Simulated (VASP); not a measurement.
Write the native input for VASP 6.6.1 that does the following.

```
Task                   : single point
Functional             : r2SCAN
Potentials or basis    : VASP PAW PBE potentials, release 64 (Zn, S)
Cutoff                 : 550 eV
k mesh                 : 6 × 6 × 4
Occupations            : gaussian, width 0.05 eV
Spin                   : no spin polarisation
Dipole correction      : no
Further INCAR settings : ALGO = Normal; EDIFF = 1e-06; NBANDS = 26
```

ZnS:

```
Zn S
1.0
     3.80789    0.00000    0.00000
    -1.90394    3.29773    0.00000
     0.00000    0.00000    6.24032
Zn S
2 2
Direct
  0.33333 0.66667 0.00520
  0.66667 0.33333 0.50520
  0.33333 0.66667 0.37980
  0.66667 0.33333 0.87980
```

The input as run:

POSCAR

```
ZnS
1.0
    3.8078866837      0.0000000000      0.0000000000
   -1.9039433418      3.2977266028      0.0000000000
    0.0000000000      0.0000000000      6.2403249423
Zn S
2 2
Direct
    0.3333333333      0.6666666667      0.0051961167
    0.6666666667      0.3333333333      0.5051961167
    0.3333333333      0.6666666667      0.3798038833
    0.6666666667      0.3333333333      0.8798038833
```

INCAR.step1

```
PREC = Accurate
ENCUT = 550
ISMEAR = 0
SIGMA = 0.05
LREAL = F
LASPH = T
NELM = 120
NBANDS = 26
GGA = PE
ALGO = Normal
EDIFF = 1E-5
LWAVE = T
LCHARG = F
GGA_COMPAT = F
```

INCAR.step2

```
PREC = Accurate
ENCUT = 550
EDIFF = 1E-6
ISMEAR = 0
SIGMA = 0.05
LREAL = F
LASPH = T
NELM = 120
ALGO = Normal
ISIF = 2
LWAVE = F
LCHARG = T
METAGGA = R2SCAN
LMIXTAU = T
LELF = T
LVHAR = T
NBANDS = 26
ISTART = 1
GGA_COMPAT = F
```

KPOINTS

```
regular mesh
0
Gamma
  6 6 4
```

Potentials or basis: VASP PAW PBE potentials, release 64 (Zn, S).

Run with:

```console
$ cat potpaw_PBE.64/Zn/POTCAR potpaw_PBE.64/S/POTCAR > POTCAR
$ cp INCAR.step1 INCAR
$ mpirun -np 1 vasp_std > vasp.out
$ cp INCAR.step2 INCAR
$ mpirun -np 1 vasp_std > vasp.out
```

It gave:

```json
{
 "Pressure": "0.0 GPa",
 "Largest force": "0.017 eV/Å",
 "Band gap on the k mesh": "2.79 eV"
}
```

Caveat: the PAW data sets were made with another functional, which shifts forces and pressure a little.

It took 73 s on 1 thread of AMD EPYC 9R45 96-Core Processor (Zen 5), on a shared host, peak memory 0.19 GiB.
